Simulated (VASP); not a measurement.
Write the native input for VASP 6.6.1 that does the following.

| Property | Result |
| --- | --- |
| Task | single point |
| Functional | LDA |
| Potentials or basis | VASP PAW LDA potentials, release 64 (Mo_sv) |
| Cutoff | 520 eV |
| k mesh | 22 × 22 × 22 |
| Occupations | gaussian, width 0.15 eV |
| Spin | no spin polarisation |
| Dipole correction | no |
| Further INCAR settings | ALGO = Fast; EDIFF = 1e-07; NBANDS = 13 |

The structure of Mo lies in POSCAR:

```
Mo
1.0
   -1.8582731760      1.4924823630      1.4924823630
    1.4924823630     -1.8582731760      1.4924823630
    1.4924823630      1.4924823630     -1.8582731760
Mo
1
Direct
    0.0000000000      0.0000000000      0.0000000000
```

These files were run (other wordings do the same):

INCAR

```
SYSTEM = Mo
PREC = Accurate
ENCUT = 520
EDIFF = 1E-7
ISMEAR = 0
SIGMA = 0.15
LREAL = .False.
LASPH = .True.
NELM = 60
ALGO = Fast
ISIF = 2
LWAVE = .False.
LCHARG = .False.
NBANDS = 13
```

KPOINTS

```
Automatic mesh
0
Gamma
  22 22 22
  0 0 0
```

Potentials or basis: VASP PAW LDA potentials, release 64 (Mo_sv).

Run with:

```sh
$ cat potpaw_LDA.64/Mo_sv/POTCAR > POTCAR
$ mpirun -np 1 vasp_std > vasp.out
```

Results of the run:

The pressure is 152.0 GPa. The band gap on the k mesh is zero (band 7 reaches 19.07 eV, above the bottom of band 8 at 13.32 eV).

Wall time 83 s on 1 thread of Intel(R) Xeon(R) 6975P-C (Granite Rapids), on a shared host, peak memory 0.27 GiB.
